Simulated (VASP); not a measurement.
# PtSe2 (P-3m1) in VASP: single point with LDA

Aim: the single point of PtSe2 with LDA.

Everything below comes from runs of VASP 6.6.1. Logs are shortened: lines on timing, memory, paths and dates and some standing lists are left out, and cuts for length are marked.

## (1) The cell of the first run

Symmetry: P-3m1, No. 164, trigonal system. The conventional cell has a = 3.743 Å, b = 3.743 Å, c = 4.759 Å, α = 90.00°, β = 90.00°, γ = 120.00°. Pt (site symmetry -3m) has 6 Se at 2.50 Å within 3.3 Å. Se (site symmetry 3m) has 3 Pt at 2.50 Å and 6 Se at 3.11 to 3.32 Å within 3.4 Å.

## (2) Single point, LDA, collinear spin

The input, INCAR:

```
SYSTEM = PtSe2
PREC     = Accurate       ! precision mode
ENCUT    = 520            ! plane-wave cutoff, eV
EDIFF    = 1E-6           ! SCF threshold, eV
ISMEAR   = 0              ! smearing method
SIGMA    = 0.05           ! smearing width, eV
LREAL    = .FALSE.        ! projectors in reciprocal space
LASPH    = .TRUE.         ! aspherical terms in the spheres
NELM     = 150            ! most SCF steps
ALGO     = Normal         ! electronic algorithm
ISIF     = 2              ! what is computed and relaxed
LWAVE    = .FALSE.        ! write WAVECAR
LCHARG   = .TRUE.         ! write CHGCAR
ISPIN    = 2              ! spin polarisation
MAGMOM   = 1 -1 0 0 0 0   ! initial moments
LORBIT   = 11             ! projections on sites
LMAXMIX  = 4              ! l up to which the mixer works
LELF     = .TRUE.         ! ELF
LVHAR    = .TRUE.       
NBANDS   = 35             ! bands
```

The input, KPOINTS:

```
Automatic mesh
0
G
  8 8 4
  0 0 0
```

The input, POSCAR:

```
PtSe2
1.0
    3.7426818375      0.0000000000      0.0000000000
   -1.8713409187      3.2412575495      0.0000000000
    0.0000000000      0.0000000000      9.5170847517
Pt Se
2 4
Direct
    0.0000000000      0.0000000000      0.0000000000
    0.0000000000      0.0000000000      0.5000000000
    0.3333333333      0.6666666667      0.1322537990
    0.6666666667      0.3333333333      0.3677462010
    0.3333333333      0.6666666667      0.6322537990
    0.6666666667      0.3333333333      0.8677462010
```

Potentials or basis: VASP PAW LDA potentials, release 64 (Pt, Se).

On the command line:

```sh
$ cat potpaw_LDA.64/Pt/POTCAR potpaw_LDA.64/Se/POTCAR > POTCAR
$ mpirun -np 1 vasp_std > vasp.out
```

OUTCAR:

```text
SYSTEM = PtSe2
   PREC = Accurate
   ENCUT = 520
   EDIFF = 1E-6
   ISMEAR = 0
   LREAL = .FALSE.
   LASPH = .TRUE.
   NELM = 150
   ISIF = 2
   ISPIN = 2
   LORBIT = 11

 ion  position               nearest neighbor table
   1  0.000  0.000  0.000-   3 2.50   6 2.50   3 2.50   6 2.50   6 2.50   3 2.50
   2  0.000  0.000  0.500-   4 2.50   5 2.50   5 2.50   4 2.50   4 2.50   5 2.50
   3  0.333  0.667  0.132-   1 2.50   1 2.50   1 2.50
   4  0.667  0.333  0.368-   2 2.50   2 2.50   2 2.50
   5  0.333  0.667  0.632-   2 2.50   2 2.50   2 2.50
   6  0.667  0.333  0.868-   1 2.50   1 2.50   1 2.50

  LATTYP: Found a hexagonal cell.
 ALAT       =     3.7426818375
 C/A-ratio  =     2.5428516676

  Lattice vectors:

 A1 = (   3.7426818375,   0.0000000000,   0.0000000000)
 A2 = (  -1.8713409187,   3.2412575495,   0.0000000000)
 A3 = (   0.0000000000,   0.0000000000,   9.5170847517)

Analysis of symmetry for initial positions (statically):
=====================================================================
 Subroutine PRICEL returns following result:

  LATTYP: Found a hexagonal cell.
 ALAT       =     3.7426818375
 C/A-ratio  =     1.2714258338

  Lattice vectors:

 A1 = (   3.7426818375,   0.0000000000,   0.0000000000)
 A2 = (  -1.8713409187,   3.2412575495,   0.0000000000)
 A3 = (   0.0000000000,   0.0000000000,   4.7585423759)

   2 primitive cells build up your supercell.

 Routine SETGRP: Setting up the symmetry group for a
 hexagonal supercell.

 Subroutine GETGRP returns: Found 12 space group operations
 (whereof 12 operations were pure point group operations)
 out of a pool of 24 trial point group operations.

The static configuration has the point symmetry D_3d.

Analysis of symmetry for dynamics (positions and initial velocities):
=====================================================================
 Subroutine PRICEL returns following result:

  LATTYP: Found a hexagonal cell.
 ALAT       =     3.7426818375
 C/A-ratio  =     1.2714258338

  Lattice vectors:

 A1 = (   3.7426818375,   0.0000000000,   0.0000000000)
 A2 = (  -1.8713409187,   3.2412575495,   0.0000000000)
 A3 = (   0.0000000000,   0.0000000000,   4.7585423759)

   2 primitive cells build up your supercell.

 Routine SETGRP: Setting up the symmetry group for a
 hexagonal supercell.

 Subroutine GETGRP returns: Found 12 space group operations
 (whereof 12 operations were pure point group operations)
 out of a pool of 24 trial point group operations.

The dynamic configuration has the point symmetry D_3d.

Analysis of structural, dynamic, and magnetic symmetry:
=====================================================================
 Subroutine PRICEL returns following result:

  LATTYP: Found a hexagonal cell.
 ALAT       =     3.7426818375
 C/A-ratio  =     1.2714258338

  Lattice vectors:

 A1 = (   3.7426818375,   0.0000000000,   0.0000000000)
 A2 = (  -1.8713409187,   3.2412575495,   0.0000000000)
 A3 = (   0.0000000000,   0.0000000000,   4.7585423759)

   2 primitive cells build up your supercell.

 Routine SETGRP: Setting up the symmetry group for a
 hexagonal supercell.

 Subroutine GETGRP returns: Found 12 space group operations
 (whereof 12 operations were pure point group operations)
 out of a pool of 24 trial point group operations.

The overall configuration has the point symmetry D_3d.

 Subroutine INISYM returns: Found 12 space group operations
 (whereof 12 operations are pure point group operations),
 and found     2 'primitive' translations

----------------------------------------------------------------------------------------

                                     Primitive cell

  volume of cell :      57.7259

  direct lattice vectors                    reciprocal lattice vectors
     3.742681838  0.000000000  0.000000000     0.267188087  0.154261114  0.000000000
    -1.871340919  3.241257549  0.000000000     0.000000000  0.308522228  0.000000000
     0.000000000  0.000000000  4.758542376     0.000000000  0.000000000  0.210148386

  length of vectors
     3.742681838  3.742681837  4.758542376     0.308522228  0.308522228  0.210148386

  position of ions in fractional coordinates (direct lattice)
     0.000000000  0.000000000  0.000000000
     0.333333333  0.666666667  0.264507598
     0.666666667  0.333333333  0.735492402

  ion indices of the primitive-cell ions
   primitive index   ion index
                 1           1
                 2           3
                 3           6

----------------------------------------------------------------------------------------

 KPOINTS: Automatic mesh

Automatic generation of k-mesh.
 Grid dimensions read from file:
 generate k-points for:    8    8    4

 Generating k-lattice:

  Cartesian coordinates                     Fractional coordinates (reciprocal lattice)
     0.033398511  0.019282639  0.000000000     0.125000000  0.000000000  0.000000000
     0.000000000  0.038565278  0.000000000     0.000000000  0.125000000  0.000000000
     0.000000000  0.000000000  0.026268548     0.000000000  0.000000000  0.250000000

  Length of vectors
     0.038565278  0.038565278  0.026268548

  Shift w.r.t. Gamma in fractional coordinates (k-lattice)
     0.000000000  0.000000000  0.000000000

 Subroutine IBZKPT returns following result:
 ===========================================

 Found     35 irreducible k-points:

 Following reciprocal coordinates:
            Coordinates               Weight
  0.000000  0.000000  0.000000      1.000000
  0.125000  0.000000  0.000000      6.000000
  0.250000  0.000000  0.000000      6.000000
  0.375000  0.000000  0.000000      6.000000
  0.500000  0.000000  0.000000      3.000000
  0.125000  0.125000  0.000000      6.000000
[... 16 lines left out ...]
 -0.125000  0.500000  0.250000     12.000000
  0.250000  0.250000  0.250000     12.000000
 [... further k-points ...]
   k-points           NKPTS =     35   k-points in BZ     NKDIM =     35   number of bands    NBANDS=     35
   number of dos      NEDOS =    301   number of ions     NIONS =      6
   total plane-waves  NPLWV =  56448
   dimension x,y,z NGX =    28 NGY =   28 NGZ =   72
   dimension x,y,z NGXF=    56 NGYF=   56 NGZF=  144
   ions per type =               2   4
   NGX,Y,Z   is equivalent  to a cutoff of  12.44, 12.44, 12.58 a.u.
   NGXF,Y,Z  is equivalent  to a cutoff of  24.87, 24.87, 25.15 a.u.
 SYSTEM =  PtSe2
   PREC   = accura    normal or accurate (medium, high low for compatibility)
   ISTART =      0    job   : 0-new  1-cont  2-samecut
   ICHARG =      2    charge: 1-file 2-atom 10-const
   ISPIN  =      2    spin polarized calculation?
   LNONCOLLINEAR =      F non collinear calculations
   LSORBIT =      F    spin-orbit coupling
   LASPH  =      T    aspherical Exc in radial PAW
   ENCUT  =  520.0 eV  38.22 Ry    6.18 a.u.   6.96  6.96 17.70*2*pi/ulx,y,z
   NELM   =    150;   NELMIN=  2; NELMDL= -5     # of ELM steps
   EDIFF  = 0.1E-05   stopping-criterion for ELM
   LREAL  =      F    real-space projection
   EDIFFG = 0.1E-04   stopping-criterion for IOM
   NSW    =      0    number of steps for IOM
   IBRION =     -1    ionic relax: 0-MD 1-quasi-New 2-CG
   NFREE  =      0    steps in history (QN), initial steepest desc. (CG)
   ISIF   =      2    stress and relaxation
   ISYM   =      2    0-nonsym 1-usesym 2-fastsym
   POTIM  = 0.5000    time-step for ionic-motion
   TEBEG  =    0.0;   TEEND  =   0.0 temperature during run
   PSTRESS=    0.0 pullay stress
   NELECT =      44.0000    total number of electrons
   NUPDOWN=      -1.0000    fix difference up-down
   EMIN   =  10.00;   EMAX   =-10.00  energy-range for DOS
   EFERMI =   0.00;   METHOD = LEGACY
   ISMEAR =     0;   SIGMA  =   0.05  broadening in eV -4-tet -1-fermi 0-gaus
   EFERMI_NEDOS =   21; number of points for ismear=-14 and -15
   IALGO  =     38    algorithm
   IMIX   =      4    mixing-type and parameters
     AMIX     =   0.40;   BMIX     =  1.00
     AMIX_MAG =   1.60;   BMIX_MAG =  1.00
  volume/ion in A,a.u.               =      19.24       129.85
  Fermi-wavevector in a.u.,A,eV,Ry     =   1.186931  2.242975 19.167969  1.408806
  Thomas-Fermi vector in A             =   2.323094
   LORBIT       =     11    0 simple, 1 ext, 2 COOP (PROOUT), +10 PAW based schemes
   GGA     = CA    functional components
   LHFCALC =     F    Hartree Fock is set to
   AEXX    =    0.0000 exact exchange contribution
   IVDW    =     0    specifies the selected vdW correction
   LEPSILON=     F    determine dielectric tensor
   LRPA    =     F    only Hartree local field effects (RPA)
 spin polarized calculation
 Gauss-broadening in eV      SIGMA  =   0.05
  energy-cutoff  :      520.00
  volume of cell :      115.45
 maximum number of plane-waves:      3131
   NGX = 13   NGY = 13   NGZ = 35

 number of electron      43.9999996 magnetization       0.0000000

 number of electron      43.9999996 magnetization      -0.0000000

 Free energy of the ion-electron system (eV)
  ---------------------------------------------------
  ext. energy  EPLUGINS =         0.00000000
  ---------------------------------------------------
  free energy    TOTEN  =       -34.19122443 eV

  energy without entropy =      -34.18978049  energy(sigma->0) =      -34.19050246

 E-fermi :   7.1840     XC(G=0): -11.2074

 val. band max:        7.0684487238   @ k =   0.1250   0.1250   0.0000
 cond. band min:       7.2168805037   @ k =   0.1250   0.0000   0.5000
 fundamental gap:      0.1484317799
 Fermi energy:         7.1840380369

 spin component 1

 k-point     1 :       0.0000    0.0000    0.0000
  band No.  band energies     occupation
      1      -8.8391      1.00000
      2      -7.8812      1.00000
      3      -7.2510      1.00000
      4      -5.5327      1.00000
      5      -0.2514      1.00000
      6       0.6006      1.00000
[... 26 lines left out ...]
     33      14.3052      0.00000
     34      14.3052      0.00000
[... 820 lines left out ...]
      4      -6.4122      1.00000
      5       0.1089      1.00000
      6       0.2974      1.00000
[... 26 lines left out ...]
     33      15.6306      0.00000
     34      16.0599      0.00000

 [... further k-points ...]

 spin component 2

 k-point     1 :       0.0000    0.0000    0.0000
  band No.  band energies     occupation
      1      -8.8391      1.00000
      2      -7.8812      1.00000
      3      -7.2510      1.00000
      4      -5.5327      1.00000
      5      -0.2514      1.00000
      6       0.6006      1.00000
[... 26 lines left out ...]
     33      14.3052      0.00000
     34      14.3052      0.00000
[... 820 lines left out ...]
      4      -6.4122      1.00000
      5       0.1089      1.00000
      6       0.2974      1.00000
[... 26 lines left out ...]
     33      15.6306      0.00000
     34      16.0599      0.00000

 [... further k-points ...]

 [bands above 34 left out]

------------------------ aborting loop because EDIFF is reached ----------------------------------------

  FORCE on cell =-STRESS in cart. coord.  units (eV):
  Direction    XX          YY          ZZ          XY          YZ          ZX
  --------------------------------------------------------------------------------------
  -------------------------------------------------------------------------------------
  Total        0.3307578      0.3307578      0.1473644      0.0000000      0.0000000     -0.0000000
  in kB        4.5900804      4.5900804      2.0450441      0.0000000      0.0000000     -0.0000000
  external PRESSURE =       3.7417350 kB  Pullay stress =       0.0000000 kB

 VOLUME and BASIS-vectors are now :
 -----------------------------------------------------------------------------
  energy-cutoff  :      520.00
  volume of cell :      115.45
      direct lattice vectors                 reciprocal lattice vectors
     3.742681838  0.000000000  0.000000000     0.267188087  0.154261114  0.000000000
    -1.871340919  3.241257549  0.000000000     0.000000000  0.308522228  0.000000000
     0.000000000  0.000000000  9.517084752     0.000000000  0.000000000  0.105074193

 POSITION                                       TOTAL-FORCE (eV/Angst)
 -----------------------------------------------------------------------------------
      0.00000      0.00000      0.00000        -0.000000      0.000000     -0.000000
      0.00000      0.00000      4.75854        -0.000000      0.000000     -0.000000
     -0.00000      2.16084      1.25867        -0.000000      0.000000      0.061523
      1.87134      1.08042      3.49987         0.000000     -0.000000     -0.061523
     -0.00000      2.16084      6.01721        -0.000000      0.000000      0.061523
      1.87134      1.08042      8.25841         0.000000     -0.000000     -0.061523
 -----------------------------------------------------------------------------------
    total drift:                               -0.000000      0.000000      0.000000

  FREE ENERGIE OF THE ION-ELECTRON SYSTEM (eV)
  ---------------------------------------------------
  free  energy   TOTEN  =       -34.1912244272 eV

  energy  without entropy=      -34.1897804907  energy(sigma->0) =      -34.19050246

 total charge

# of ion       s       p       d       tot
------------------------------------------
    1        0.689   0.703   8.067   9.459
    2        0.689   0.703   8.067   9.459
    3        1.492   2.226   0.077   3.794
    4        1.492   2.226   0.077   3.794
    5        1.492   2.226   0.077   3.794
    6        1.492   2.226   0.077   3.794
--------------------------------------------------
tot          7.346  10.309  16.440  34.094

 magnetization (x)

# of ion       s       p       d       tot
------------------------------------------
    1        0.000   0.000   0.000   0.000
    2       -0.000  -0.000  -0.000  -0.000
    3        0.000   0.000  -0.000   0.000
    4       -0.000  -0.000   0.000  -0.000
    5       -0.000  -0.000   0.000  -0.000
    6        0.000   0.000  -0.000   0.000
--------------------------------------------------
tot          0.000   0.000   0.000   0.000
```

Run time: 5.3 min. Hardware: 1 thread of AMD EPYC 7R43 (Zen 3), shared host; peak memory 0.3 GiB.

Results:

```yaml
Free_energy: -34.1912 eV
Pressure: 0.4 GPa
Largest_force: 0.062 eV/Å
Band_gap_on_the_k_mesh: zero (filled and empty bands overlap)
Net_moment: 0.00 μB per cell
Valence_electrons_inside_the_program's_atomic_spheres: Pt 9.46; Se 3.79
```

Forces on the atoms (eV/Å):
```
Pt   0.000  0.000  0.000
Pt   0.000  0.000  0.000
Se   0.000  0.000  0.062
Se   0.000  0.000 -0.062
Se   0.000  0.000  0.062
Se   0.000  0.000 -0.062
```

Stress tensor (GPa, compression positive):
```
0.46 0.00 0.00
0.00 0.46 0.00
0.00 0.00 0.20
```

Caveat: spin-orbit coupling is left out, which moves the levels of the heavy elements.

The gap in the log of VASP goes by the Fermi energy; the results here count the filled bands.